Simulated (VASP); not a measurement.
# Pd (Fm-3m) in VASP: a series of runs

Runs on Pd. Level: r2SCAN. Tasks: single point, relaxation of cell and atoms.

Everything below comes from runs of VASP 6.6.1. Logs are shortened: lines on timing, memory, paths and dates and some standing lists are left out, and cuts for length are marked.

## Step 1: The cell of the first run

It takes space group Fm-3m (No. 225, cubic). The conventional cell has a = 3.910 Å, b = 3.910 Å, c = 3.910 Å, α = 90.00°, β = 90.00°, γ = 90.00°. Within 3.6 Å of Pd (site symmetry m-3m) lie 12 Pd at 2.77 Å.

## Step 2: Single point, r2SCAN

Contents of POSCAR:

```
Pd
1.0
    0.0000000000      1.9552034047      1.9552034047
    1.9552034047      0.0000000000      1.9552034047
    1.9552034047      1.9552034047      0.0000000000
Pd
1
Direct
    0.0000000000      0.0000000000      0.0000000000
```

Contents of INCAR.step1:

```
SYSTEM = Pd
PREC = Accurate ; ENCUT = 550
ISMEAR = 0 ; SIGMA = 0.1
LREAL = .FALSE. ; LASPH = .TRUE.
NELM = 120 ; NBANDS = 11
GGA = PE ; ALGO = Normal
EDIFF = 1E-5 ; LWAVE = .TRUE.
LCHARG = .FALSE. ; GGA_COMPAT = .FALSE.
```

Contents of INCAR.step2:

```
SYSTEM = Pd
PREC = Accurate ; ENCUT = 550
EDIFF = 1E-6 ; ISMEAR = 0
SIGMA = 0.1 ; LREAL = .FALSE.
LASPH = .TRUE. ; NELM = 120
ALGO = Normal ; ISIF = 2
LWAVE = .FALSE. ; LCHARG = .FALSE.
METAGGA = R2SCAN ; LMIXTAU = .TRUE.
NBANDS = 11 ; ISTART = 1
GGA_COMPAT = .FALSE.
```

Contents of KPOINTS:

```
Automatic mesh
0
G
  11 11 11
  0 0 0
```

Potentials or basis: VASP PAW PBE potentials, release 64 (Pd).

Run with:

```sh
> cat potpaw_PBE.64/Pd/POTCAR > POTCAR
> cp INCAR.step1 INCAR
> mpirun -np 1 vasp_std > vasp.out
> cp INCAR.step2 INCAR
> mpirun -np 1 vasp_std > vasp.out
```

OUTCAR:

```text
SYSTEM = Pd
   PREC = Accurate
   ENCUT = 550
   EDIFF = 1E-6
   ISMEAR = 0
   LREAL = .FALSE.
   LASPH = .TRUE.
   NELM = 120
   ISIF = 2
   METAGGA = R2SCAN
   ISTART = 1

 ion  position               nearest neighbor table
   1  0.000  0.000  0.000-

  LATTYP: Found a face centered cubic cell.
 ALAT       =     3.9104068094

  Lattice vectors:

 A1 = (   0.0000000000,   1.9552034047,   1.9552034047)
 A2 = (   1.9552034047,   0.0000000000,   1.9552034047)
 A3 = (   1.9552034047,   1.9552034047,   0.0000000000)

Analysis of symmetry for initial positions (statically):
=====================================================================
 Subroutine PRICEL returns:
 Original cell was already a primitive cell.

 Routine SETGRP: Setting up the symmetry group for a
 face centered cubic supercell.

 Subroutine GETGRP returns: Found 48 space group operations
 (whereof 48 operations were pure point group operations)
 out of a pool of 48 trial point group operations.

The static configuration has the point symmetry O_h .

Analysis of symmetry for dynamics (positions and initial velocities):
=====================================================================
 Subroutine PRICEL returns:
 Original cell was already a primitive cell.

 Routine SETGRP: Setting up the symmetry group for a
 face centered cubic supercell.

 Subroutine GETGRP returns: Found 48 space group operations
 (whereof 48 operations were pure point group operations)
 out of a pool of 48 trial point group operations.

The dynamic configuration has the point symmetry O_h .

 Subroutine INISYM returns: Found 48 space group operations
 (whereof 48 operations are pure point group operations),
 and found     1 'primitive' translations

----------------------------------------------------------------------------------------

                                     Primitive cell

  volume of cell :      14.9488

  direct lattice vectors                    reciprocal lattice vectors
     0.000000000  1.955203405  1.955203405    -0.255727869  0.255727869  0.255727869
     1.955203405  0.000000000  1.955203405     0.255727869 -0.255727869  0.255727869
     1.955203405  1.955203405  0.000000000     0.255727869  0.255727869 -0.255727869

  length of vectors
     2.765075172  2.765075172  2.765075172     0.442933662  0.442933662  0.442933662

  position of ions in fractional coordinates (direct lattice)
     0.000000000  0.000000000  0.000000000

  ion indices of the primitive-cell ions
   primitive index   ion index
                 1           1

[... 81 lines left out ...]
   PSTRESS=    0.0 pullay stress
   NELECT =      10.0000    total number of electrons
   NUPDOWN=      -1.0000    fix difference up-down
   EMIN   =  10.00;   EMAX   =-10.00  energy-range for DOS
   EFERMI =   0.00;   METHOD = LEGACY
   ISMEAR =     0;   SIGMA  =   0.10  broadening in eV -4-tet -1-fermi 0-gaus
   EFERMI_NEDOS =   21; number of points for ismear=-14 and -15
   IALGO  =     38    algorithm
   IMIX   =      4    mixing-type and parameters
     AMIX     =   0.40;   BMIX     =  1.00
     AMIX_MAG =   1.60;   BMIX_MAG =  1.00
  volume/ion in A,a.u.               =      14.95       100.88
  Fermi-wavevector in a.u.,A,eV,Ry     =   1.431769  2.705651 27.891424  2.049962
  Thomas-Fermi vector in A             =   2.551469
   LORBIT       =      0    0 simple, 1 ext, 2 COOP (PROOUT), +10 PAW based schemes
   METAGGA = R2SCAN    functional components
   LHFCALC =     F    Hartree Fock is set to
   AEXX    =    0.0000 exact exchange contribution
   IVDW    =     0    specifies the selected vdW correction
   LEPSILON=     F    determine dielectric tensor
   LRPA    =     F    only Hartree local field effects (RPA)
 non-spin polarized calculation
 Gauss-broadening in eV      SIGMA  =   0.10
  energy-cutoff  :      550.00
  volume of cell :       14.95
 maximum number of plane-waves:       448
 NGX is ok and might be reduce to    24
   NGX = 11   NGY = 11   NGZ = 11

 number of electron       9.9999998 magnetization

 Free energy of the ion-electron system (eV)
  ---------------------------------------------------
  ext. energy  EPLUGINS =         0.00000000
  ---------------------------------------------------
  free energy    TOTEN  =       -22.93829801 eV

  energy without entropy =      -22.92621672  energy(sigma->0) =      -22.93225737

 E-fermi :   9.4219     XC(G=0): -14.0272

 val. band max:        9.4096800923   @ k =   0.4545   0.1818   0.0000
 cond. band min:       9.4551839223   @ k =   0.4545   0.2727   0.0000
 fundamental gap:      0.0455038300
 Fermi energy:         9.4219289679

 k-point     1 :       0.0000    0.0000    0.0000
  band No.  band energies     occupation
      1       2.3064      2.00000
      2       6.5437      2.00000
      3       6.5437      2.00000
      4       6.5437      2.00000
      5       8.1214      2.00000
      6       8.1214      2.00000
      7      27.4037      0.00000
      8      31.9363      0.00000
      9      32.3073      0.00000
     10      32.3073      0.00000
     11      32.3073      0.00000
[... 309 lines left out ...]
 k-point    24 :      -0.1818    0.1818    0.0000
  band No.  band energies     occupation
      1       4.8051      2.00000
      2       5.8577      2.00000
      3       6.7438      2.00000
      4       7.4647      2.00000
      5       7.4695      2.00000
      6       9.5852      0.02098
      7      25.1275      0.00000
      8      25.9855      0.00000
      9      31.4333      0.00000
     10      32.0398      0.00000
     11      32.9257      0.00000

 [... further k-points ...]

------------------------ aborting loop because EDIFF is reached ----------------------------------------

  FORCE on cell =-STRESS in cart. coord.  units (eV):
  Direction    XX          YY          ZZ          XY          YZ          ZX
  --------------------------------------------------------------------------------------
  -------------------------------------------------------------------------------------
  Total        0.0605596      0.0605596      0.0605596      0.0000000      0.0000000      0.0000000
  in kB        6.4906402      6.4906402      6.4906402      0.0000000      0.0000000      0.0000000
  external PRESSURE =       6.4906402 kB  Pullay stress =       0.0000000 kB

 VOLUME and BASIS-vectors are now :
 -----------------------------------------------------------------------------
  energy-cutoff  :      550.00
  volume of cell :       14.95
      direct lattice vectors                 reciprocal lattice vectors
     0.000000000  1.955203405  1.955203405    -0.255727869  0.255727869  0.255727869
     1.955203405  0.000000000  1.955203405     0.255727869 -0.255727869  0.255727869
     1.955203405  1.955203405  0.000000000     0.255727869  0.255727869 -0.255727869

 POSITION                                       TOTAL-FORCE (eV/Angst)
 -----------------------------------------------------------------------------------
      0.00000      0.00000      0.00000        -0.000000      0.000000      0.000000
 -----------------------------------------------------------------------------------
    total drift:                               -0.000000      0.000000      0.000000

  FREE ENERGIE OF THE ION-ELECTRON SYSTEM (eV)
  ---------------------------------------------------
  free  energy   TOTEN  =       -22.9382980122 eV

  energy  without entropy=      -22.9262167217  energy(sigma->0) =      -22.93225737
```

OUTCAR.step1:

```text
SYSTEM = Pd
   PREC = Accurate
   ENCUT = 550
   ISMEAR = 0
   LREAL = .FALSE.
   LASPH = .TRUE.
   NELM = 120
[... 555 lines left out ...]
 -----------------------------------------------------------------------------------
      0.00000      0.00000      0.00000         0.000000     -0.000000     -0.000000
 -----------------------------------------------------------------------------------
    total drift:                               -0.000000      0.000000     -0.000000

  FREE ENERGIE OF THE ION-ELECTRON SYSTEM (eV)
  ---------------------------------------------------
  free  energy   TOTEN  =        -5.2047741978 eV

  energy  without entropy=       -5.1917240239  energy(sigma->0) =       -5.19824911
```

Run time: 17 s. Hardware: 1 thread of Intel Xeon 6975P-C (Granite Rapids), shared host; peak memory 0.15 GiB.

What came out:

```
Free energy            : -22.9383 eV
Pressure               : 0.6 GPa
Band gap on the k mesh : zero (bands 5 and 6 overlap by 1.56 eV)
```

Caveat: the PAW data sets were made with another functional, which shifts forces and pressure a little.

## Step 3: Relaxation of cell and atoms, r2SCAN

This run uses another cell than the first one, of 14.72 Å³/atom.

Contents of POSCAR:

```
Pd
1.0
    0.0000000000      1.9450000000      1.9450000000
    1.9450000000      0.0000000000      1.9450000000
    1.9450000000      1.9450000000      0.0000000000
Pd
1
Direct
    0.0000000000      0.0000000000      0.0000000000
```

Contents of INCAR.step1:

```
  PREC = Accurate
  ENCUT = 550
  ISMEAR = 0
  SIGMA = 0.1
  LREAL = F
  LASPH = T
  NELM = 120
  GGA = PE
  ALGO = Normal
  EDIFF = 1E-5
  LWAVE = T
  LCHARG = F
  GGA_COMPAT = F
  IBRION = 2
  ISIF = 3
  EDIFFG = -0.005
  NELMIN = 4
  NSW = 100
```

Contents of INCAR.step2:

```
  PREC = Accurate
  ENCUT = 550
  EDIFF = 1E-7
  ISMEAR = 0
  SIGMA = 0.1
  LREAL = F
  LASPH = T
  NELM = 120
  ALGO = Normal
  ISIF = 3
  LWAVE = F
  LCHARG = F
  METAGGA = R2SCAN
  LMIXTAU = T
  IBRION = 2
  NSW = 80
  EDIFFG = -0.01
  ISTART = 1
  GGA_COMPAT = F
  NELMIN = 4
```

Contents of KPOINTS:

```
Automatic mesh
0
Gamma
  11 11 11
```

Potentials or basis: VASP PAW PBE potentials, release 64 (Pd).

Run with:

```sh
> cat potpaw_PBE.64/Pd/POTCAR > POTCAR
> cp INCAR.step1 INCAR
> mpirun -np 1 vasp_std > vasp.out
> cp INCAR.step2 INCAR
> mpirun -np 1 vasp_std > vasp.out
```

OUTCAR:

```text
PREC = Accurate
   ENCUT = 550
   EDIFF = 1E-7
   ISMEAR = 0
   LREAL = F
   LASPH = T
   NELM = 120
   ISIF = 3
   METAGGA = R2SCAN
   IBRION = 2
   NSW = 80
   EDIFFG = -0.01
   ISTART = 1
   NELMIN = 4

 ion  position               nearest neighbor table
   1  0.000  0.000  0.000-

  LATTYP: Found a face centered cubic cell.
 ALAT       =     3.8900000000

  Lattice vectors:

 A1 = (   0.0000000000,   1.9450000000,   1.9450000000)
 A2 = (   1.9450000000,   0.0000000000,   1.9450000000)
 A3 = (   1.9450000000,   1.9450000000,   0.0000000000)

Analysis of symmetry for initial positions (statically):
=====================================================================
 Subroutine PRICEL returns:
 Original cell was already a primitive cell.

 Routine SETGRP: Setting up the symmetry group for a
 face centered cubic supercell.

 Subroutine GETGRP returns: Found 48 space group operations
 (whereof 48 operations were pure point group operations)
 out of a pool of 48 trial point group operations.

The static configuration has the point symmetry O_h .

Analysis of symmetry for dynamics (positions and initial velocities):
=====================================================================
 Subroutine PRICEL returns:
 Original cell was already a primitive cell.

 Routine SETGRP: Setting up the symmetry group for a
 face centered cubic supercell.

 Subroutine GETGRP returns: Found 48 space group operations
 (whereof 48 operations were pure point group operations)
 out of a pool of 48 trial point group operations.

The dynamic configuration has the point symmetry O_h .

 Subroutine INISYM returns: Found 48 space group operations
 (whereof 48 operations are pure point group operations),
 and found     1 'primitive' translations

----------------------------------------------------------------------------------------

                                     Primitive cell

  volume of cell :      14.7160

  direct lattice vectors                    reciprocal lattice vectors
     0.000000000  1.945000000  1.945000000    -0.257069409  0.257069409  0.257069409
     1.945000000  0.000000000  1.945000000     0.257069409 -0.257069409  0.257069409
     1.945000000  1.945000000  0.000000000     0.257069409  0.257069409 -0.257069409

  length of vectors
     2.750645379  2.750645379  2.750645379     0.445257277  0.445257277  0.445257277

  position of ions in fractional coordinates (direct lattice)
     0.000000000  0.000000000  0.000000000

  ion indices of the primitive-cell ions
   primitive index   ion index
                 1           1

----------------------------------------------------------------------------------------

 KPOINTS: Automatic mesh
[... 48 lines left out ...]
 -0.181818  0.181818  0.000000     12.000000
 [... further k-points ...]
   k-points           NKPTS =     56   k-points in BZ     NKDIM =     56   number of bands    NBANDS=      9
   number of dos      NEDOS =    301   number of ions     NIONS =      1
   total plane-waves  NPLWV =  13824
   dimension x,y,z NGX =    24 NGY =   24 NGZ =   24
   dimension x,y,z NGXF=    48 NGYF=   48 NGZF=   48
   ions per type =               1
   NGX,Y,Z   is equivalent  to a cutoff of  14.51, 14.51, 14.51 a.u.
   NGXF,Y,Z  is equivalent  to a cutoff of  29.01, 29.01, 29.01 a.u.
 SYSTEM =  unknown system
   PREC   = accura    normal or accurate (medium, high low for compatibility)
   ISTART =      1    job   : 0-new  1-cont  2-samecut
   ICHARG =      0    charge: 1-file 2-atom 10-const
   ISPIN  =      1    spin polarized calculation?
   LNONCOLLINEAR =      F non collinear calculations
   LSORBIT =      F    spin-orbit coupling
   LASPH  =      T    aspherical Exc in radial PAW
   ENCUT  =  550.0 eV  40.42 Ry    6.36 a.u.   5.26  5.26  5.26*2*pi/ulx,y,z
   NELM   =    120;   NELMIN=  4; NELMDL=  0     # of ELM steps
   EDIFF  = 0.1E-06   stopping-criterion for ELM
   LREAL  =      F    real-space projection
   EDIFFG = -.1E-01   stopping-criterion for IOM
   NSW    =     80    number of steps for IOM
   IBRION =      2    ionic relax: 0-MD 1-quasi-New 2-CG
   NFREE  =      1    steps in history (QN), initial steepest desc. (CG)
   ISIF   =      3    stress and relaxation
   ISYM   =      2    0-nonsym 1-usesym 2-fastsym
   POTIM  = 0.5000    time-step for ionic-motion
   TEBEG  =    0.0;   TEEND  =   0.0 temperature during run
   PSTRESS=    0.0 pullay stress
   NELECT =      10.0000    total number of electrons
   NUPDOWN=      -1.0000    fix difference up-down
   EMIN   =  10.00;   EMAX   =-10.00  energy-range for DOS
   EFERMI =   0.00;   METHOD = LEGACY
   ISMEAR =     0;   SIGMA  =   0.10  broadening in eV -4-tet -1-fermi 0-gaus
   EFERMI_NEDOS =   21; number of points for ismear=-14 and -15
   IALGO  =     38    algorithm
   IMIX   =      4    mixing-type and parameters
     AMIX     =   0.40;   BMIX     =  1.00
     AMIX_MAG =   1.60;   BMIX_MAG =  1.00
  volume/ion in A,a.u.               =      14.72        99.31
  Fermi-wavevector in a.u.,A,eV,Ry     =   1.439280  2.719844 28.184827  2.071526
  Thomas-Fermi vector in A             =   2.558153
   LORBIT       =      0    0 simple, 1 ext, 2 COOP (PROOUT), +10 PAW based schemes
   METAGGA = R2SCAN    functional components
   LHFCALC =     F    Hartree Fock is set to
   AEXX    =    0.0000 exact exchange contribution
   IVDW    =     0    specifies the selected vdW correction
   LEPSILON=     F    determine dielectric tensor
   LRPA    =     F    only Hartree local field effects (RPA)
 conjugate gradient relaxation of ions
 non-spin polarized calculation
 Gauss-broadening in eV      SIGMA  =   0.10
  energy-cutoff  :      550.00
  volume of cell :       14.72
 maximum number of plane-waves:       444
 NGX is ok and might be reduce to    24
   NGX = 11   NGY = 11   NGZ = 11

--------------------------------------- Ionic step        1  -------------------------------------------

 number of electron       9.9999999 magnetization

 Free energy of the ion-electron system (eV)
  ---------------------------------------------------
  ext. energy  EPLUGINS =         0.00000000
  ---------------------------------------------------
  free energy    TOTEN  =       -22.93498488 eV

  energy without entropy =      -22.92317600  energy(sigma->0) =      -22.92908044

------------------------ aborting loop because EDIFF is reached ----------------------------------------

  FORCE on cell =-STRESS in cart. coord.  units (eV):
  Direction    XX          YY          ZZ          XY          YZ          ZX
  --------------------------------------------------------------------------------------
  -------------------------------------------------------------------------------------
  Total        0.3460954      0.3460954      0.3460954      0.0000000      0.0000000      0.0000000
  in kB       37.6805842     37.6805842     37.6805842      0.0000000      0.0000000      0.0000000
  external PRESSURE =      37.6805842 kB  Pullay stress =       0.0000000 kB
[... 57 lines left out ...]
--------------------------------------- Ionic step        3  -------------------------------------------

 number of electron       9.9999999 magnetization

 Free energy of the ion-electron system (eV)
  ---------------------------------------------------
  ext. energy  EPLUGINS =         0.00000000
  ---------------------------------------------------
  free energy    TOTEN  =       -22.93823745 eV

  energy without entropy =      -22.92609316  energy(sigma->0) =      -22.93216531

 E-fermi :   9.3625     XC(G=0): -14.0007

 val. band max:        9.3498255515   @ k =   0.4545   0.1818   0.0000
 cond. band min:       9.3950321430   @ k =   0.4545   0.2727   0.0000
 fundamental gap:      0.0452065915
 Fermi energy:         9.3625417212

 k-point     1 :       0.0000    0.0000    0.0000
  band No.  band energies     occupation
      1       2.2759      2.00000
      2       6.5010      2.00000
      3       6.5010      2.00000
      4       6.5010      2.00000
      5       8.0692      2.00000
      6       8.0692      2.00000
      7      27.3415      0.00000
      8      32.2234      0.00000
      9      32.2234      0.00000
[... 265 lines left out ...]
 k-point    24 :      -0.1818    0.1818    0.0000
  band No.  band energies     occupation
      1       4.7682      2.00000
      2       5.8192      2.00000
      3       6.7005      2.00000
      4       7.4169      2.00000
      5       7.4218      2.00000
      6       9.5255      0.02119
      7      25.0392      0.00000
      8      25.8884      0.00000
      9      31.3500      0.00000

 [... further k-points ...]

------------------------ aborting loop because EDIFF is reached ----------------------------------------

  FORCE on cell =-STRESS in cart. coord.  units (eV):
  Direction    XX          YY          ZZ          XY          YZ          ZX
  --------------------------------------------------------------------------------------
  -------------------------------------------------------------------------------------
  Total       -0.0004943     -0.0004943     -0.0004943     -0.0000000      0.0000000      0.0000000
  in kB       -0.0527836     -0.0527836     -0.0527836     -0.0000000      0.0000000      0.0000000
  external PRESSURE =      -0.0527836 kB  Pullay stress =       0.0000000 kB
[... 16 lines left out ...]
  FREE ENERGIE OF THE ION-ELECTRON SYSTEM (eV)
  ---------------------------------------------------
  free  energy   TOTEN  =       -22.9382374488 eV

  energy  without entropy=      -22.9260931637  energy(sigma->0) =      -22.93216531

 reached required accuracy - stopping structural energy minimisation
```

Wall time 49 s (1 thread of Intel Xeon 6975P-C (Granite Rapids), shared host); peak memory 0.15 GiB.

What came out:

```
Free energy                           : -22.9382 eV
Relaxed volume                        : 15.00 Å³/atom
Relaxed cell                          : a = 2.768 Å, b = 2.768 Å, c = 2.768 Å, α = 60.00°, β = 60.00°, γ = 60.00°
Space group after relaxing (to 0.1 Å) : Fm-3m (No. 225)
Energy gained by relaxing             : 3.3 meV/atom
Ionic steps                           : 3
Pressure after relaxing               : 0.0 GPa
Band gap on the k mesh                : zero (bands 5 and 6 overlap by 1.55 eV)
```

Step by step:
| step | energy change (eV) | largest force (eV/Å) | pressure (GPa) | volume (Å³) |
| --- | --- | --- | --- | --- |
| 1 | 0.0000 | 0.0000 | 3.77 | 14.72 |
| 2 | 0.0045 | 0.0000 | -5.16 | 15.47 |
| 3 | -0.0033 | 0.0000 | -0.01 | 15.00 |

Final structure:
```
CELL_PARAMETERS angstrom
0.00000 1.95754 1.95754
1.95754 0.00000 1.95754
1.95754 1.95754 0.00000
ATOMIC_POSITIONS crystal
Pd 0.00000 0.00000 0.00000
```

Caveat: the PAW data sets were made with another functional, which shifts forces and pressure a little.

The gap in the log of VASP goes by the Fermi energy; the results here count the filled bands.